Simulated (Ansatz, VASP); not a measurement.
**Two plane-wave programs on Li**

The input INCAR:

```
ALGO = Fast
EDIFF = 1E-6
EDIFFG = -0.025
ENCUT = 600
GGA = PE
IBRION = 2
ISIF = 3
ISMEAR = 0
LASPH = True
LCHARG = False
LREAL = False
LWAVE = False
NELM = 100
NSW = 80
PREC = Accurate
SIGMA = 0.2
```

File KPOINTS:

```
k-points
0
Gamma
  8 4 2
```

POSCAR

```
Li
1.0
    3.0264350487     -0.0096082910     -0.0119375399
   -0.0166420481      5.3060510939     -0.0223160336
   -0.0391629550     -0.0422685156      9.9255800600
Li
8
Direct
    0.4496011484      0.4907214805      0.0201593834
    0.0329343878     -0.0089608248     -0.0065584894
    0.5602940889      0.5062466138      0.5014456852
   -0.0229368172     -0.0233945650      0.5013740993
    0.0588038936      0.3258300716      0.7455238701
    0.4551514123      0.8410585608      0.7537526631
    0.4804592437      0.2023483662      0.2412982902
   -0.0143073574      0.6661502969      0.2430044980
```

Input for Ansatz:

```yaml
crystal:
  lattice:
    - [3.0264350487, -0.009608291, -0.0119375399]
    - [-0.0166420481, 5.3060510939, -0.0223160336]
    - [-0.039162955, -0.0422685156, 9.92558006]
  atoms:
    - { symbol: Li, position: [0.4496011484, 0.4907214805, 0.0201593834] }
    - { symbol: Li, position: [0.0329343878, -0.0089608248, -0.0065584894] }
    - { symbol: Li, position: [0.5602940889, 0.5062466138, 0.5014456852] }
    - { symbol: Li, position: [-0.0229368172, -0.023394565, 0.5013740993] }
    - { symbol: Li, position: [0.0588038936, 0.3258300716, 0.7455238701] }
    - { symbol: Li, position: [0.4551514123, 0.8410585608, 0.7537526631] }
    - { symbol: Li, position: [0.4804592437, 0.2023483662, 0.2412982902] }
    - { symbol: Li, position: [-0.0143073574, 0.6661502969, 0.243004498] }
basis:
  ecutwfc: 420
kpoints:
  mp_grid: { grid: [8, 4, 2] }
hamiltonian:
  xc: pbe
scf:
  occupations: { method: gaussian, width: 0.2 }
  lower_state_search: "off"
output:
  forces: true
  stress: true
  eigenvalues: true
relax:
  adjacent_minimum: "off"
  f_tol: 0.025
  max_steps: 60
  cell: { stress_tol: 0.25 }
```

Change from the starting cell: cell x2, atoms moved at random (sigma 0.15 Å) and cell strained at random (1.5 %), then relaxed without symmetry.

Alike in both runs: task relaxation of cell and atoms; functional PBE; k mesh 8 × 4 × 2; occupations gaussian, width 0.2 eV; no spin polarisation.

```csv
,VASP,Ansatz
version,VASP 6.6.1,Ansatz 0.2.0
potentials or method,"VASP PAW PBE potentials, release 64 (Li_sv), cutoff 600 eV","scalar-relativistic, plane waves, PAW"
valence electrons in the cell,24,24
```

VASP gave:

```
gap on the k mesh at the Fermi level, each at its own relaxed structure (eV) : none
relaxed volume (Å³/atom)                                                     : 20.26
relaxed cell length with the largest relative difference (Å)                 : 3.109
```

Question: Estimate Ansatz's values.

Answer: gap on the k mesh at the Fermi level, each at its own relaxed structure (eV): none; relaxed volume (Å³/atom): 20.38; relaxed cell length with the largest relative difference (Å): 3.156.

A gap of «none» marks a metal or a gap that the smearing closes.

Noted on VASP's run: the cutoff is short for stress, so the pressure is rough.
